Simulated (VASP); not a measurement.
# MnO (Fm-3m) in VASP: further runs

MnO is run at these levels: LDA; tasks: single point.

Everything below comes from runs of VASP 6.6.1. Logs are shortened: lines on timing, memory, paths and dates and some standing lists are left out, and cuts for length are marked.

## (1) The cell of the first run

It takes space group Fm-3m (No. 225, cubic). Conventional cell: a = 4.483 Å, b = 4.483 Å, c = 4.483 Å, α = 90.00°, β = 90.00°, γ = 90.00°. Mn (site symmetry m-3m) has 6 O at 2.24 Å within 3.0 Å. Within 3.0 Å of O (site symmetry m-3m) lie 6 Mn at 2.24 Å.

## (2) Single point, LDA, collinear spin, ferromagnetic start

The input, INCAR:

```
SYSTEM = MnO
  PREC = Accurate
  ENCUT = 520
  EDIFF = 1E-6
  ISMEAR = -1
  SIGMA = 0.3
  LREAL = .False.
  LASPH = .True.
  NELM = 150
  ALGO = Normal
  ISIF = 2
  LWAVE = .False.
  LCHARG = .True.
  ISPIN = 2
  MAGMOM = 4 0
  LORBIT = 11
  LMAXMIX = 4
  GGA = CA
  LELF = .True.
  LVHAR = .True.
  NBANDS = 20
```

The input, KPOINTS:

```
regular mesh
0
Gamma
  10 10 10
  0 0 0
```

The input, POSCAR:

```
MnO
1.0
    0.0000000000      2.2413727340      2.2413727340
    2.2413727340      0.0000000000      2.2413727340
    2.2413727340      2.2413727340      0.0000000000
Mn O
1 1
Direct
    0.0000000000      0.0000000000      0.0000000000
    0.5000000000      0.5000000000      0.5000000000
```

Potentials or basis: VASP PAW LDA potentials, release 64 (Mn_pv, O).

Run with:

```
> cat potpaw_LDA.64/Mn_pv/POTCAR potpaw_LDA.64/O/POTCAR > POTCAR
> mpirun -np 1 vasp_std > vasp.out
```

OUTCAR:

```text
SYSTEM = MnO
   PREC = Accurate
   ENCUT = 520
   EDIFF = 1E-6
   ISMEAR = -1
   LREAL = .False.
   LASPH = .True.
   NELM = 150
   ISIF = 2
   ISPIN = 2
   LORBIT = 11
   GGA = CA

 ion  position               nearest neighbor table
   1  0.000  0.000  0.000-   2 2.24   2 2.24   2 2.24   2 2.24   2 2.24   2 2.24
   2  0.500  0.500  0.500-   1 2.24   1 2.24   1 2.24   1 2.24   1 2.24   1 2.24

  LATTYP: Found a face centered cubic cell.
 ALAT       =     4.4827454680

  Lattice vectors:

 A1 = (   0.0000000000,   2.2413727340,   2.2413727340)
 A2 = (   2.2413727340,   0.0000000000,   2.2413727340)
 A3 = (   2.2413727340,   2.2413727340,   0.0000000000)

Analysis of symmetry for initial positions (statically):
=====================================================================
 Subroutine PRICEL returns:
 Original cell was already a primitive cell.

 Routine SETGRP: Setting up the symmetry group for a
 face centered cubic supercell.

 Subroutine GETGRP returns: Found 48 space group operations
 (whereof 48 operations were pure point group operations)
 out of a pool of 48 trial point group operations.

The static configuration has the point symmetry O_h .

Analysis of symmetry for dynamics (positions and initial velocities):
=====================================================================
 Subroutine PRICEL returns:
 Original cell was already a primitive cell.

 Routine SETGRP: Setting up the symmetry group for a
 face centered cubic supercell.

 Subroutine GETGRP returns: Found 48 space group operations
 (whereof 48 operations were pure point group operations)
 out of a pool of 48 trial point group operations.

The dynamic configuration has the point symmetry O_h .

Analysis of structural, dynamic, and magnetic symmetry:
=====================================================================
 Subroutine PRICEL returns:
 Original cell was already a primitive cell.

 Routine SETGRP: Setting up the symmetry group for a
 face centered cubic supercell.

 Subroutine GETGRP returns: Found 48 space group operations
 (whereof 48 operations were pure point group operations)
 out of a pool of 48 trial point group operations.

The overall configuration has the point symmetry O_h .

 Subroutine INISYM returns: Found 48 space group operations
 (whereof 48 operations are pure point group operations),
 and found     1 'primitive' translations

[... 115 lines left out ...]
  volume/ion in A,a.u.               =      11.26        75.99
  Fermi-wavevector in a.u.,A,eV,Ry     =   1.546923  2.923260 32.558332  2.392970
  Thomas-Fermi vector in A             =   2.652090
   LORBIT       =     11    0 simple, 1 ext, 2 COOP (PROOUT), +10 PAW based schemes
   GGA     = CA    functional components
   LHFCALC =     F    Hartree Fock is set to
   AEXX    =    0.0000 exact exchange contribution
   IVDW    =     0    specifies the selected vdW correction
   LEPSILON=     F    determine dielectric tensor
   LRPA    =     F    only Hartree local field effects (RPA)
 spin polarized calculation
  energy-cutoff  :      520.00
  volume of cell :       22.52
 maximum number of plane-waves:       620
   NGX = 11   NGY = 11   NGZ = 11

 number of electron      18.9999989 magnetization       4.3818401

 Free energy of the ion-electron system (eV)
  ---------------------------------------------------
  ext. energy  EPLUGINS =         0.00000000
  ---------------------------------------------------
  free energy    TOTEN  =       -17.68555782 eV

  energy without entropy =      -17.34323086  energy(sigma->0) =      -17.51439434

 E-fermi :   6.8439     XC(G=0): -12.2595

 val. band max:        6.8298138532   @ k =  -0.4000   0.4000   0.1000
 cond. band min:       6.8621419297   @ k =  -0.2000   0.3000   0.1000
 fundamental gap:      0.0323280764
 Fermi energy:         6.8439201360

 spin component 1

 k-point     1 :       0.0000    0.0000    0.0000
  band No.  band energies     occupation
      1     -42.8008      1.00000
      2     -42.8008      1.00000
      3     -42.8008      1.00000
      4     -12.9611      1.00000
      5       3.1430      1.00000
      6       3.1430      1.00000
[... 541 lines left out ...]
     19      31.0607      0.00000
     20      32.9710      0.00000

 [... further k-points ...]

 spin component 2

 k-point     1 :       0.0000    0.0000    0.0000
  band No.  band energies     occupation
      1     -38.8351      1.00000
      2     -38.8351      1.00000
      3     -38.8351      1.00000
      4     -12.5653      1.00000
      5       3.5151      0.99998
      6       3.5151      0.99998
[... 541 lines left out ...]
     19      32.0616      0.00000
     20      33.8351      0.00000

 [... further k-points ...]

------------------------ aborting loop because EDIFF is reached ----------------------------------------

  FORCE on cell =-STRESS in cart. coord.  units (eV):
  Direction    XX          YY          ZZ          XY          YZ          ZX
  --------------------------------------------------------------------------------------
  -------------------------------------------------------------------------------------
  Total       -2.9724451     -2.9724451     -2.9724451      0.0000000     -0.0000000      0.0000000
  in kB     -211.4716610   -211.4716610   -211.4716610      0.0000000     -0.0000000      0.0000000
  external PRESSURE =    -211.4716610 kB  Pullay stress =       0.0000000 kB

 VOLUME and BASIS-vectors are now :
 -----------------------------------------------------------------------------
  energy-cutoff  :      520.00
  volume of cell :       22.52
      direct lattice vectors                 reciprocal lattice vectors
     0.000000000  2.241372734  2.241372734    -0.223077578  0.223077578  0.223077578
     2.241372734  0.000000000  2.241372734     0.223077578 -0.223077578  0.223077578
     2.241372734  2.241372734  0.000000000     0.223077578  0.223077578 -0.223077578

 POSITION                                       TOTAL-FORCE (eV/Angst)
 -----------------------------------------------------------------------------------
      0.00000      0.00000      0.00000        -0.000000      0.000000     -0.000000
      2.24137      2.24137      2.24137         0.000000     -0.000000      0.000000
 -----------------------------------------------------------------------------------
    total drift:                                0.000000     -0.000000     -0.000000

  FREE ENERGIE OF THE ION-ELECTRON SYSTEM (eV)
  ---------------------------------------------------
  free  energy   TOTEN  =       -17.6855578181 eV

  energy  without entropy=      -17.3432308643  energy(sigma->0) =      -17.51439434

 total charge

# of ion       s       p       d       tot
------------------------------------------
    1        0.202   6.166   4.989  11.357
    2        1.550   3.360   0.000   4.910
--------------------------------------------------
tot          1.752   9.526   4.989  16.267

 magnetization (x)

# of ion       s       p       d       tot
------------------------------------------
    1        0.028   0.018   3.953   3.998
    2        0.027   0.135   0.000   0.162
--------------------------------------------------
tot          0.055   0.153   3.953   4.160
```

OSZICAR:

```text
N       E                     dE             d eps       ncg     rms          rms(c)
DAV:   1     0.170905341853E+03    0.17091E+03   -0.10340E+04  3776   0.111E+03
DAV:   2    -0.113275776035E+02   -0.18223E+03   -0.16982E+03  3844   0.328E+02
DAV:   3    -0.200894937367E+02   -0.87619E+01   -0.86594E+01  4228   0.774E+01
DAV:   4    -0.201563001889E+02   -0.66806E-01   -0.66788E-01  4328   0.702E+00
DAV:   5    -0.201569243111E+02   -0.62412E-03   -0.62411E-03  4200   0.675E-01    0.133E+01
DAV:   6    -0.184236138102E+02    0.17333E+01   -0.10554E+01  5024   0.364E+01    0.131E+01
DAV:   7    -0.177112520882E+02    0.71236E+00   -0.20638E+00  4492   0.213E+01    0.687E+00
DAV:   8    -0.177045356537E+02    0.67164E-02   -0.20747E-01  4152   0.327E+00    0.438E+00
DAV:   9    -0.176759305051E+02    0.28605E-01   -0.57214E-02  4904   0.279E+00    0.196E+00
DAV:  10    -0.176852377279E+02   -0.93072E-02   -0.16026E-02  4172   0.148E+00    0.761E-01
DAV:  11    -0.176854454583E+02   -0.20773E-03   -0.43598E-03  4768   0.624E-01    0.196E-01
DAV:  12    -0.176855691518E+02   -0.12369E-03   -0.10223E-03  4416   0.240E-01    0.551E-02
DAV:  13    -0.176855568658E+02    0.12286E-04   -0.81208E-05  4268   0.714E-02    0.292E-02
DAV:  14    -0.176855599598E+02   -0.30941E-05   -0.10595E-05  4184   0.226E-02    0.193E-02
DAV:  15    -0.176855577843E+02    0.21755E-05   -0.42196E-06  4108   0.171E-02    0.229E-03
DAV:  16    -0.176855578181E+02   -0.33723E-07   -0.50587E-07  2224   0.522E-03
   1 F= -.17685558E+02 E0= -.17514394E+02  d E =-.342327E+00  mag=     4.3819
```

Wall time 20 s (1 thread of Intel Xeon Platinum 8488C (Sapphire Rapids), shared host); peak memory 0.15 GiB.

What came out:

```
Free energy                                           : -17.6856 eV
Pressure                                              : -21.1 GPa
Net moment                                            : 4.38 μB per cell
Site moments                                          : Mn +4.00; O +0.16 μB
Valence electrons inside the program's atomic spheres : Mn 11.36; O 4.91
```

Levels at points of the mesh, in eV from the Fermi level:
Spin up:
```tsv
k point	band 9	band 10	band 11	band 12	band 13	band 14	band 15	band 16
(0.00, 0.00, 0.00)	-2.87	-2.87	-2.40	-2.40	-0.43	14.01	16.16	16.16
(0.50, 0.00, 0.00)	-1.99	-1.61	0.32	0.32	3.53	7.56	11.71	11.71
(0.50, 0.50, 0.00)	-1.98	-1.72	-1.72	-1.65	4.94	7.69	10.41	13.38
```
Spin down:
```csv
k point,band 3,band 4,band 5,band 6,band 7,band 8,band 9,band 10,band 11,band 12
"(0.00, 0.00, 0.00)",-45.68,-19.41,-3.33,-3.33,-3.33,0.36,0.36,0.36,0.51,0.97
"(0.50, 0.00, 0.00)",-45.69,-18.46,-7.29,-4.82,-4.82,1.52,1.53,1.53,3.19,3.19
"(0.50, 0.50, 0.00)",-45.71,-18.49,-6.31,-4.28,-4.28,-1.10,1.53,1.73,1.94,1.94
```

Caveat: the cell stands under tension; so wide a smearing shifts energies and pressures; a cell with one magnetic atom can't hold antiferromagnetic order, which such compounds often take; semilocal functionals often make such compounds metallic where correlation or magnetic order opens a gap, which also shifts bond lengths. With open d or f shells a metallic result of LDA can be an artefact of self-interaction; +U or a hybrid may open a gap.

## (3) Single point, LDA, collinear spin, ferromagnetic start

This run uses another cell than the first one, of 11.53 Å³/atom.

INCAR: that of step 2 with these lines changed.

```diff
@@ -12,3 +12,3 @@
   LWAVE = .False.
-  LCHARG = .True.
+  LCHARG = .False.
   ISPIN = 2
@@ -18,4 +18,2 @@
   GGA = CA
-  LELF = .True.
-  LVHAR = .True.
   NBANDS = 20
```

The input, KPOINTS:

```
Automatic mesh
0
Gamma
  10 10 10
  0 0 0
```

The input, POSCAR:

```
MnO
1.0
    0.0000000000      2.2594491012      2.2594491012
    2.2594491012      0.0000000000      2.2594491012
    2.2594491012      2.2594491012      0.0000000000
Mn O
1 1
Direct
    0.0000000000      0.0000000000      0.0000000000
    0.5000000000      0.5000000000      0.5000000000
```

Potentials or basis: VASP PAW LDA potentials, release 64 (Mn_pv, O).

Run with:

```
> cat potpaw_LDA.64/Mn_pv/POTCAR potpaw_LDA.64/O/POTCAR > POTCAR
> mpirun -np 1 vasp_std > vasp.out
```

OUTCAR:

```text
SYSTEM = MnO
   PREC = Accurate
   ENCUT = 520
   EDIFF = 1E-6
   ISMEAR = -1
   LREAL = .False.
   LASPH = .True.
   NELM = 150
   ISIF = 2
   ISPIN = 2
   LORBIT = 11
   GGA = CA

 ion  position               nearest neighbor table
   1  0.000  0.000  0.000-   2 2.26   2 2.26   2 2.26   2 2.26   2 2.26   2 2.26
   2  0.500  0.500  0.500-   1 2.26   1 2.26   1 2.26   1 2.26   1 2.26   1 2.26

  LATTYP: Found a face centered cubic cell.
 ALAT       =     4.5188982024

  Lattice vectors:

 A1 = (   0.0000000000,   2.2594491012,   2.2594491012)
 A2 = (   2.2594491012,   0.0000000000,   2.2594491012)
 A3 = (   2.2594491012,   2.2594491012,   0.0000000000)

Analysis of symmetry for initial positions (statically):
=====================================================================
 Subroutine PRICEL returns:
 Original cell was already a primitive cell.

 Routine SETGRP: Setting up the symmetry group for a
 face centered cubic supercell.

 Subroutine GETGRP returns: Found 48 space group operations
 (whereof 48 operations were pure point group operations)
[... 743 lines left out ...]
  band No.  band energies     occupation
      1     -39.0935      1.00000
      2     -39.0935      1.00000
      3     -39.0935      1.00000
      4     -12.6535      1.00000
      5       3.3370      0.99998
      6       3.3370      0.99998
[... 541 lines left out ...]
     19      31.3608      0.00000
     20      33.2270      0.00000

 [... further k-points ...]
[... 5 lines left out ...]
  --------------------------------------------------------------------------------------
  -------------------------------------------------------------------------------------
  Total       -3.2576803     -3.2576803     -3.2576803      0.0000000      0.0000000      0.0000000
  in kB     -226.2462361   -226.2462361   -226.2462361      0.0000000      0.0000000      0.0000000
  external PRESSURE =    -226.2462361 kB  Pullay stress =       0.0000000 kB

 VOLUME and BASIS-vectors are now :
 -----------------------------------------------------------------------------
  energy-cutoff  :      520.00
  volume of cell :       23.07
      direct lattice vectors                 reciprocal lattice vectors
     0.000000000  2.259449101  2.259449101    -0.221292881  0.221292881  0.221292881
     2.259449101  0.000000000  2.259449101     0.221292881 -0.221292881  0.221292881
     2.259449101  2.259449101  0.000000000     0.221292881  0.221292881 -0.221292881

 POSITION                                       TOTAL-FORCE (eV/Angst)
 -----------------------------------------------------------------------------------
      0.00000      0.00000      0.00000         0.000000     -0.000000     -0.000000
      2.25945      2.25945      2.25945        -0.000000      0.000000      0.000000
 -----------------------------------------------------------------------------------
    total drift:                                0.000000     -0.000000     -0.000000

  FREE ENERGIE OF THE ION-ELECTRON SYSTEM (eV)
  ---------------------------------------------------
  free  energy   TOTEN  =       -17.6110609064 eV

  energy  without entropy=      -17.2827960977  energy(sigma->0) =      -17.44692850

 total charge

# of ion       s       p       d       tot
------------------------------------------
    1        0.199   6.159   4.976  11.333
    2        1.550   3.351   0.000   4.902
--------------------------------------------------
tot          1.749   9.510   4.976  16.235

 magnetization (x)

# of ion       s       p       d       tot
------------------------------------------
    1        0.028   0.018   4.005   4.051
    2        0.026   0.137   0.000   0.163
--------------------------------------------------
tot          0.055   0.155   4.005   4.214
```

stdout:

```text
POSCAR found type information on POSCAR MnO
 POSCAR found :  2 types and       2 ions
 scaLAPACK will be used
 LDA part: xc-table for (Slater(with rela. corr.)+CA(PZ))
 , standard interpolation
 POSCAR, INCAR and KPOINTS ok, starting setup
 FFT: planning ... GRIDC
 FFT: planning ... GRID_SOFT
 FFT: planning ... GRID
 WAVECAR not read
 entering main loop
```

Run time: 20 s. Hardware: 1 thread of Intel Xeon Platinum 8488C (Sapphire Rapids), shared host; peak memory 0.15 GiB.

What came out:

| Property | Result |
| --- | --- |
| Free energy | -17.6111 eV |
| Pressure | -22.6 GPa |
| Net moment | 4.45 μB per cell |
| Site moments | Mn +4.05; O +0.16 μB |
| Valence electrons inside the program's atomic spheres | Mn 11.33; O 4.90 |

Levels at points of the mesh, in eV from the Fermi level:
Spin up:
```tsv
k point	band 9	band 10	band 11	band 12	band 13	band 14	band 15	band 16
(0.00, 0.00, 0.00)	-2.85	-2.85	-2.40	-2.40	-0.53	13.94	15.97	15.97
(0.50, 0.00, 0.00)	-2.01	-1.64	0.26	0.26	3.48	7.37	11.55	11.55
(0.50, 0.50, 0.00)	-2.00	-1.75	-1.75	-1.71	4.77	7.57	10.28	13.13
```
Spin down:
```csv
k point,band 5,band 6,band 7,band 8,band 9,band 10
"(0.00, 0.00, 0.00)",-3.21,-3.21,-3.21,0.43,0.43,0.43
"(0.50, 0.00, 0.00)",-7.09,-4.65,-4.65,1.54,1.55,1.55
"(0.50, 0.50, 0.00)",-6.13,-4.15,-4.15,-0.98,1.56,1.72
```

Caveat: the cell stands under tension; so wide a smearing shifts energies and pressures; a cell with one magnetic atom can't hold antiferromagnetic order, which such compounds often take; semilocal functionals often make such compounds metallic where correlation or magnetic order opens a gap, which also shifts bond lengths. With open d or f shells a metallic result of LDA can be an artefact of self-interaction; +U or a hybrid may open a gap.
